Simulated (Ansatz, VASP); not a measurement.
Given: the input of a run of VASP 6.6.1 on Ti.

Contents of INCAR:

```
SYSTEM = Ti
PREC     = Accurate       ! precision mode
ENCUT    = 520            ! plane-wave cutoff, eV
EDIFF    = 1E-6           ! SCF threshold, eV
ISMEAR   = -1             ! smearing method
SIGMA    = 0.05           ! smearing width, eV
LREAL    = .False.        ! projectors in reciprocal space
LASPH    = .True.         ! aspherical terms in the spheres
NELM     = 80             ! most SCF steps
ALGO     = Normal         ! electronic algorithm
ISIF     = 2              ! what is computed and relaxed
LWAVE    = .False.        ! write WAVECAR
LCHARG   = .False.        ! write CHGCAR
GGA      = PE             ! functional
NBANDS   = 12             ! bands
```

KPOINTS

```
Automatic mesh
0
Gamma
  11 11 11
  0 0 0
```

File POSCAR:

```
Ti
1.0
    0.0000000000      2.0567135898      2.0567135898
    2.0567135898      0.0000000000      2.0567135898
    2.0567135898      2.0567135898      0.0000000000
Ti
1
Direct
    0.0000000000      0.0000000000      0.0000000000
```

Potentials or basis: VASP PAW PBE potentials, release 64 (Ti_sv).

Launch:

```console
$ cat potpaw_PBE.64/Ti_sv/POTCAR > POTCAR
$ mpirun -np 1 vasp_std > vasp.out
```

Set up the same calculation for Ansatz 0.2.0. Potentials there: all-electron LAPW, scalar-relativistic.

As run (the cutoff follows the program's own potentials):

input.yaml

```yaml
crystal:
  lattice:
    - [0.0, 2.0567135898, 2.0567135898]
    - [2.0567135898, 0.0, 2.0567135898]
    - [2.0567135898, 2.0567135898, 0.0]
  atoms:
    - { symbol: Ti, position: [0.0, 0.0, 0.0] }
kpoints:
  mp_grid: { grid: [11, 11, 11] }
scf:
  occupations: { method: fermi_dirac, width: 0.05 }
hamiltonian:
  xc: pbe
  pseudopotentials: { kind: all_electron, lapw: { basis_error: 0.0005 } }
output:
  forces: true
  stress: true
  eigenvalues: true
```

Potentials or basis: all-electron LAPW, scalar-relativistic.

Command:

```sh
$ ansatz run input.yaml --threads 1 --pin off --max-ram 2560MiB --backend cpu --events-out ev --progress --plain --runs-dir out
```

Both were run:

|  | VASP | Ansatz | Ansatz less VASP |
| --- | --- | --- | --- |
| gap on the k mesh at the Fermi level (eV) | none | none | - |
| pressure (GPa) | -0.5 | -0.3 | +0.27 |

A gap of «none» marks a metal or a gap that the smearing closes. Ansatz ran all-electron here, and VASP with PAW potentials.
